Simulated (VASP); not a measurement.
The system is Ge.

```
Ge
1.0
    -2.57449    2.57449    1.39741
     2.57449   -2.57449    1.39741
     2.57449    2.57449   -1.39741
Ge
2
Direct
  0.50000 0.50000 0.00000
  0.25000 0.75000 0.50000
```

* Program: VASP 6.6.1
* Task: relaxation of cell and atoms
* Functional: revPBE
* Potentials or basis: VASP PAW PBE potentials, release 64 (Ge_d)
* Cutoff: 600 eV
* k mesh: 11 × 11 × 11
* Occupations: fermi-dirac, width 0.05 eV
* Spin: no spin polarisation

At the start: pressure 4.5 GPa; volume 18.52 Å³/atom.

**Question.** How do energy, volume and symmetry change on relaxing?

**Answer.** Over 6 steps the energy falls by 15.7 meV/atom and the volume is 19.67 Å³/atom (+6.2 %); space group I4_1/amd (No. 141, to 0.05 Å).

The path:
```csv
step,energy change (eV),largest force (eV/Å),pressure (GPa),volume (Å³)
1,0.0000,0.0000,4.55,37.05
2,-0.0299,0.0000,-0.91,39.94
3,-0.0314,0.0000,0.04,39.37
4,-0.0314,0.0000,-0.06,39.42
5,-0.0315,0.0000,0.00,39.38
6,-0.0315,0.0000,0.06,39.35
```

Final structure:
```
Ge
1.0
    -2.62941    2.62941    1.42277
     2.62941   -2.62941    1.42277
     2.62941    2.62941   -1.42277
Ge
2
Direct
  0.50000 0.50000 0.00000
  0.25000 0.75000 0.50000
```

Caveat: the PAW data sets were made with another functional, which shifts forces and pressure a little.
